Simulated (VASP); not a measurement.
# Zr (P6_3/mmc) in VASP: single point with PBE

Aim: the single point of Zr with PBE.

All numbers are computed with VASP 6.6.1; they aren't measurements. Logs are shortened: lines on timing, memory, paths and dates and some standing lists are left out, and cuts for length are marked.

## 1. The cell of the first run

The structure is hexagonal, space group P6_3/mmc (No. 194). Conventional cell: a = 3.099 Å, b = 3.099 Å, c = 4.947 Å, α = 90.00°, β = 90.00°, γ = 120.00°. Within 4.0 Å of Zr (site symmetry -6m2) lie 12 Zr at 3.05 to 3.10 Å.

## 2. Single point, PBE, collinear spin (20.57 Å³/atom)

File INCAR:

```
SYSTEM = Zr
PREC = Accurate
ENCUT = 520
EDIFF = 1E-6
ISMEAR = -1
SIGMA = 0.05
LREAL = .FALSE.
LASPH = .TRUE.
NELM = 150
ALGO = Normal
ISIF = 2
LWAVE = .FALSE.
LCHARG = .FALSE.
ISPIN = 2
MAGMOM = 1 1
LORBIT = 11
LMAXMIX = 4
GGA = PE
NBANDS = 23
```

File KPOINTS:

```
Automatic mesh
0
G
  18 18 10
  0 0 0
```

File POSCAR:

```
Zr
1.0
    3.0991428698      0.0000000000      0.0000000000
   -1.5495714349      2.6839364552      0.0000000000
    0.0000000000      0.0000000000      4.9468637157
Zr
2
Direct
    0.3333333333      0.6666666667      0.2500000000
    0.6666666667      0.3333333333      0.7500000000
```

Potentials or basis: VASP PAW PBE potentials, release 64 (Zr_sv).

Run with:

```
$ cat potpaw_PBE.64/Zr_sv/POTCAR > POTCAR
$ mpirun -np 1 vasp_std > vasp.out
```

OUTCAR:

```text
SYSTEM = Zr
   PREC = Accurate
   ENCUT = 520
   EDIFF = 1E-6
   ISMEAR = -1
   LREAL = .FALSE.
   LASPH = .TRUE.
   NELM = 150
   ISIF = 2
   ISPIN = 2
   LORBIT = 11
   GGA = PE

 ion  position               nearest neighbor table
   1  0.333  0.667  0.250-   2 3.05   2 3.05   2 3.05   2 3.05   2 3.05   2 3.05
   2  0.667  0.333  0.750-   1 3.05   1 3.05   1 3.05   1 3.05   1 3.05   1 3.05

  LATTYP: Found a hexagonal cell.
 ALAT       =     3.0991428698
 C/A-ratio  =     1.5962038291

  Lattice vectors:

 A1 = (   3.0991428698,   0.0000000000,   0.0000000000)
 A2 = (  -1.5495714349,   2.6839364552,   0.0000000000)
 A3 = (   0.0000000000,   0.0000000000,   4.9468637157)

Analysis of symmetry for initial positions (statically):
=====================================================================
 Subroutine PRICEL returns:
 Original cell was already a primitive cell.

 Routine SETGRP: Setting up the symmetry group for a
 hexagonal supercell.

 Subroutine GETGRP returns: Found 24 space group operations
 (whereof 12 operations were pure point group operations)
 out of a pool of 24 trial point group operations.

The static configuration has the point symmetry D_3d.
 The point group associated with its full space group is D_6h.

Analysis of symmetry for dynamics (positions and initial velocities):
=====================================================================
 Subroutine PRICEL returns:
 Original cell was already a primitive cell.

 Routine SETGRP: Setting up the symmetry group for a
 hexagonal supercell.

 Subroutine GETGRP returns: Found 24 space group operations
 (whereof 12 operations were pure point group operations)
 out of a pool of 24 trial point group operations.

The dynamic configuration has the point symmetry D_3d.
 The point group associated with its full space group is D_6h.

Analysis of structural, dynamic, and magnetic symmetry:
=====================================================================
 Subroutine PRICEL returns:
 Original cell was already a primitive cell.

 Routine SETGRP: Setting up the symmetry group for a
 hexagonal supercell.

 Subroutine GETGRP returns: Found 24 space group operations
 (whereof 12 operations were pure point group operations)
 out of a pool of 24 trial point group operations.

The overall configuration has the point symmetry D_3d.
 The point group associated with its full space group is D_6h.

 Subroutine INISYM returns: Found 24 space group operations
 (whereof 12 operations are pure point group operations),
 and found     1 'primitive' translations

----------------------------------------------------------------------------------------

                                     Primitive cell

  volume of cell :      41.1475

  direct lattice vectors                    reciprocal lattice vectors
     3.099142870  0.000000000  0.000000000     0.322669861  0.186293531  0.000000000
    -1.549571435  2.683936455  0.000000000     0.000000000  0.372587063  0.000000000
     0.000000000  0.000000000  4.946863716     0.000000000  0.000000000  0.202148282

  length of vectors
     3.099142870  3.099142870  4.946863716     0.372587063  0.372587063  0.202148282

  position of ions in fractional coordinates (direct lattice)
     0.333333333  0.666666667  0.250000000
     0.666666667  0.333333333  0.750000000

  ion indices of the primitive-cell ions
   primitive index   ion index
                 1           1
                 2           2

----------------------------------------------------------------------------------------

 KPOINTS: Automatic mesh

Automatic generation of k-mesh.
 Grid dimensions read from file:
 generate k-points for:   18   18   10

 Generating k-lattice:

  Cartesian coordinates                     Fractional coordinates (reciprocal lattice)
     0.017926103  0.010349641  0.000000000     0.055555556  0.000000000  0.000000000
     0.000000000  0.020699281  0.000000000     0.000000000  0.055555556  0.000000000
     0.000000000  0.000000000  0.020214828     0.000000000  0.000000000  0.100000000

  Length of vectors
     0.020699281  0.020699281  0.020214828

  Shift w.r.t. Gamma in fractional coordinates (k-lattice)
     0.000000000  0.000000000  0.000000000

 Subroutine IBZKPT returns following result:
 ===========================================

 Found    222 irreducible k-points:

 Following reciprocal coordinates:
            Coordinates               Weight
  0.000000  0.000000  0.000000      1.000000
  0.055556  0.000000  0.000000      6.000000
  0.111111  0.000000  0.000000      6.000000
  0.166667  0.000000  0.000000      6.000000
  0.222222  0.000000  0.000000      6.000000
  0.277778  0.000000  0.000000      6.000000
[... 16 lines left out ...]
  0.333333  0.111111  0.000000     12.000000
  0.388889  0.111111  0.000000     12.000000
 [... further k-points ...]
   k-points           NKPTS =    222   k-points in BZ     NKDIM =    222   number of bands    NBANDS=     23
   number of dos      NEDOS =    301   number of ions     NIONS =      2
   total plane-waves  NPLWV =  23040
   dimension x,y,z NGX =    24 NGY =   24 NGZ =   40
   dimension x,y,z NGXF=    48 NGYF=   48 NGZF=   80
   ions per type =               2
   NGX,Y,Z   is equivalent  to a cutoff of  12.87, 12.87, 13.44 a.u.
   NGXF,Y,Z  is equivalent  to a cutoff of  25.75, 25.75, 26.89 a.u.
 SYSTEM =  Zr
   PREC   = accura    normal or accurate (medium, high low for compatibility)
   ISTART =      0    job   : 0-new  1-cont  2-samecut
   ICHARG =      2    charge: 1-file 2-atom 10-const
   ISPIN  =      2    spin polarized calculation?
   LNONCOLLINEAR =      F non collinear calculations
   LSORBIT =      F    spin-orbit coupling
   LASPH  =      T    aspherical Exc in radial PAW
   ENCUT  =  520.0 eV  38.22 Ry    6.18 a.u.   5.76  5.76  9.20*2*pi/ulx,y,z
   NELM   =    150;   NELMIN=  2; NELMDL= -5     # of ELM steps
   EDIFF  = 0.1E-05   stopping-criterion for ELM
   LREAL  =      F    real-space projection
   EDIFFG = 0.1E-04   stopping-criterion for IOM
   NSW    =      0    number of steps for IOM
   IBRION =     -1    ionic relax: 0-MD 1-quasi-New 2-CG
   NFREE  =      0    steps in history (QN), initial steepest desc. (CG)
   ISIF   =      2    stress and relaxation
   ISYM   =      2    0-nonsym 1-usesym 2-fastsym
   POTIM  = 0.5000    time-step for ionic-motion
   TEBEG  =    0.0;   TEEND  =   0.0 temperature during run
   PSTRESS=    0.0 pullay stress
   NELECT =      24.0000    total number of electrons
   NUPDOWN=      -1.0000    fix difference up-down
   EMIN   =  10.00;   EMAX   =-10.00  energy-range for DOS
   EFERMI =   0.00;   METHOD = LEGACY
   ISMEAR =    -1;   SIGMA  =   0.05  broadening in eV -4-tet -1-fermi 0-gaus
   EFERMI_NEDOS =   21; number of points for ismear=-14 and -15
   IALGO  =     38    algorithm
   IMIX   =      4    mixing-type and parameters
     AMIX     =   0.40;   BMIX     =  1.00
     AMIX_MAG =   1.60;   BMIX_MAG =  1.00
  volume/ion in A,a.u.               =      20.57       138.84
  Fermi-wavevector in a.u.,A,eV,Ry     =   1.367825  2.584815 25.455769  1.870946
  Thomas-Fermi vector in A             =   2.493844
   LORBIT       =     11    0 simple, 1 ext, 2 COOP (PROOUT), +10 PAW based schemes
   GGA     = PE    functional components
   LHFCALC =     F    Hartree Fock is set to
   AEXX    =    0.0000 exact exchange contribution
   IVDW    =     0    specifies the selected vdW correction
   LEPSILON=     F    determine dielectric tensor
   LRPA    =     F    only Hartree local field effects (RPA)
 spin polarized calculation
  energy-cutoff  :      520.00
  volume of cell :       41.15
 maximum number of plane-waves:      1124
 NGX is ok and might be reduce to    24
   NGX = 11   NGY = 11   NGZ = 19

 number of electron      24.0000000 magnetization       0.0018941

 number of electron      24.0000000 magnetization      -0.0002232

 Free energy of the ion-electron system (eV)
  ---------------------------------------------------
  ext. energy  EPLUGINS =         0.00000000
  ---------------------------------------------------
  free energy    TOTEN  =       -16.80807790 eV

  energy without entropy =      -16.79187160  energy(sigma->0) =      -16.79997475

 E-fermi :  10.4509     XC(G=0): -11.6566

 val. band max:       10.4451639268   @ k =   0.3333   0.1667   0.4000
 cond. band min:      10.4586771647   @ k =   0.4444   0.0556   0.0000
 fundamental gap:      0.0135132379
 Fermi energy:        10.4509418238

 spin component 1

 k-point     1 :       0.0000    0.0000    0.0000
  band No.  band energies     occupation
      1     -38.1891      1.00000
      2     -37.9354      1.00000
      3     -16.9577      1.00000
      4     -15.6921      1.00000
      5     -15.6921      1.00000
      6     -15.4913      1.00000
[... 15 lines left out ...]
     22      21.2497      0.00000
     23      22.9895      0.00000
[... 575 lines left out ...]
      1     -37.9630      1.00000
      2     -37.8793      1.00000
      3     -16.6684      1.00000
      4     -16.4239      1.00000
      5     -16.3252      1.00000
      6     -16.0561      1.00000
[... 15 lines left out ...]
     22      20.6865      0.00000
     23      21.9054      0.00000

 [... further k-points ...]

 spin component 2

 k-point     1 :       0.0000    0.0000    0.0000
  band No.  band energies     occupation
      1     -38.1893      1.00000
      2     -37.9357      1.00000
      3     -16.9578      1.00000
      4     -15.6921      1.00000
      5     -15.6921      1.00000
      6     -15.4913      1.00000
[... 15 lines left out ...]
     22      21.2495      0.00000
     23      22.9896      0.00000
[... 575 lines left out ...]
      1     -37.9632      1.00000
      2     -37.8796      1.00000
      3     -16.6684      1.00000
      4     -16.4239      1.00000
      5     -16.3253      1.00000
      6     -16.0561      1.00000
[... 15 lines left out ...]
     22      20.6862      0.00000
     23      21.9053      0.00000

 [... further k-points ...]

------------------------ aborting loop because EDIFF is reached ----------------------------------------

  FORCE on cell =-STRESS in cart. coord.  units (eV):
  Direction    XX          YY          ZZ          XY          YZ          ZX
  --------------------------------------------------------------------------------------
  -------------------------------------------------------------------------------------
  Total        3.6412815      3.6412815      4.1123018      0.0000000     -0.0000000      0.0000000
  in kB      141.7819873    141.7819873    160.1222872      0.0000000     -0.0000000      0.0000000
  external PRESSURE =     147.8954206 kB  Pullay stress =       0.0000000 kB

 VOLUME and BASIS-vectors are now :
 -----------------------------------------------------------------------------
  energy-cutoff  :      520.00
  volume of cell :       41.15
      direct lattice vectors                 reciprocal lattice vectors
     3.099142870  0.000000000  0.000000000     0.322669861  0.186293531  0.000000000
    -1.549571435  2.683936455  0.000000000     0.000000000  0.372587063  0.000000000
     0.000000000  0.000000000  4.946863716     0.000000000  0.000000000  0.202148282

 POSITION                                       TOTAL-FORCE (eV/Angst)
 -----------------------------------------------------------------------------------
     -0.00000      1.78929      1.23672        -0.000000      0.000000      0.000000
      1.54957      0.89465      3.71015         0.000000     -0.000000      0.000000
 -----------------------------------------------------------------------------------
    total drift:                               -0.000000      0.000000     -0.000000

  FREE ENERGIE OF THE ION-ELECTRON SYSTEM (eV)
  ---------------------------------------------------
  free  energy   TOTEN  =       -16.8080778964 eV

  energy  without entropy=      -16.7918716050  energy(sigma->0) =      -16.79997475

 total charge

# of ion       s       p       d       tot
------------------------------------------
    1        2.255   5.963   1.773   9.992
    2        2.255   5.963   1.773   9.992
--------------------------------------------------
tot          4.511  11.926   3.547  19.983

 magnetization (x)

# of ion       s       p       d       tot
------------------------------------------
    1       -0.000   0.000  -0.000  -0.000
    2       -0.000   0.000  -0.000  -0.000
--------------------------------------------------
tot         -0.000   0.000  -0.000  -0.000
```

It took 2.9 min on 1 thread of AMD EPYC 9R45 (Zen 5), shared host; peak memory 0.35 GiB.

Results:

* Free energy: -16.8081 eV
* Pressure: 14.8 GPa
* Band gap on the k mesh: zero (filled and empty bands overlap)
* Net moment: 0.00 μB per cell
* Valence electrons inside the program's atomic spheres: Zr 9.99

Caveat: the cell stands under pressure.
